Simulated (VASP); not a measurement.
Set up this calculation in VASP 6.6.1, as the native input.

```
Task                   : single point
Functional             : r2SCAN
Potentials or basis    : VASP PAW PBE potentials, release 64 (Mg, Tl_d)
Cutoff                 : 520 eV
k mesh                 : 9 × 9 × 9
Occupations            : fermi-dirac, width 0.1 eV
Spin                   : no spin polarisation
Dipole correction      : no
Further INCAR settings : ALGO = Normal; EDIFF = 1e-07; NBANDS = 14
```

The system is MgTl.

```
CELL_PARAMETERS angstrom
3.58178 0.00000 0.00000
0.00000 3.58178 0.00000
0.00000 0.00000 3.58178
ATOMIC_POSITIONS crystal
Mg 0.00000 0.00000 0.00000
Tl 0.50000 0.50000 0.50000
```

These files were run (other wordings do the same):

POSCAR

```
MgTl
1.0
    3.5817791100      0.0000000000      0.0000000000
    0.0000000000      3.5817791100      0.0000000000
    0.0000000000      0.0000000000      3.5817791100
Mg Tl
1 1
Direct
    0.0000000000      0.0000000000      0.0000000000
    0.5000000000      0.5000000000      0.5000000000
```

INCAR.step1

```
SYSTEM = MgTl
ALGO = Normal
EDIFF = 1E-4
ENCUT = 520
GGA = PE
ISMEAR = -1
LASPH = .TRUE.
LCHARG = .FALSE.
LREAL = .FALSE.
LWAVE = .TRUE.
NBANDS = 14
NELM = 100
PREC = Accurate
SIGMA = 0.1
```

INCAR.step2

```
SYSTEM = MgTl
ALGO = Normal
EDIFF = 1E-7
ENCUT = 520
ISIF = 2
ISMEAR = -1
ISTART = 1
LASPH = .TRUE.
LCHARG = .FALSE.
LMIXTAU = .TRUE.
LREAL = .FALSE.
LWAVE = .FALSE.
METAGGA = R2SCAN
NBANDS = 14
NELM = 100
PREC = Accurate
SIGMA = 0.1
```

KPOINTS

```
k-points
0
G
  9 9 9
  0 0 0
```

Potentials or basis: VASP PAW PBE potentials, release 64 (Mg, Tl_d).

Launch:

```console
$ cat potpaw_PBE.64/Mg/POTCAR potpaw_PBE.64/Tl_d/POTCAR > POTCAR
$ cp INCAR.step1 INCAR
$ mpirun -np 1 vasp_std > vasp.out
$ cp INCAR.step2 INCAR
$ mpirun -np 1 vasp_std > vasp.out
```

Results of the run:

| Quantity | Value |
| --- | --- |
| Pressure | 1.6 GPa |

Caveat: the PAW data sets were made with another functional, which shifts forces and pressure a little.

Run time: 31 s on 1 thread of Intel(R) Xeon(R) 6975P-C (Granite Rapids) (shared host), peak memory 0.17 GiB.
